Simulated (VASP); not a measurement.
Crystal: NbAs.

```
Nb As
1.0
     0.00000    2.64014    2.64014
     2.64014    0.00000    2.64014
     2.64014    2.64014    0.00000
Nb As
1 1
Direct
  0.00000 0.00000 0.00000
  0.75000 0.75000 0.75000
```

- Program: VASP 6.6.1
- Task: relaxation of cell and atoms
- Functional: PBE
- Potentials or basis: VASP PAW PBE potentials, release 64 (Nb_sv, As)
- Cutoff: 600 eV
- k mesh: 6 × 6 × 6
- Occupations: gaussian, width 0.1 eV
- Spin: no spin polarisation

At the start: pressure 49.2 GPa; volume 18.40 Å³/atom.

Q: How do energy, volume and symmetry change on relaxing?

A: Over 5 steps the energy falls by 739.3 meV/atom and the volume is 24.57 Å³/atom (+33.5 %); space group F-43m (No. 216, to 0.1 Å) before and after.

Step by step:
```tsv
step	energy change (eV)	largest force (eV/Å)	pressure (GPa)	volume (Å³)
1	0.0000	0.0000	49.16	36.81
2	0.4496	0.0000	-15.56	75.82
3	-1.4675	0.0000	-2.47	50.55
4	-1.4776	0.0000	-0.79	49.58
5	-1.4786	0.0000	-0.02	49.15
```

Final structure:
```
CELL_PARAMETERS angstrom
0.00000 2.90730 2.90730
2.90730 0.00000 2.90730
2.90730 2.90730 0.00000
ATOMIC_POSITIONS crystal
Nb 0.00000 0.00000 0.00000
As 0.75000 0.75000 0.75000
```

Caveat: the volume moved by over 15 % at a fixed basis, so the end points are rough.
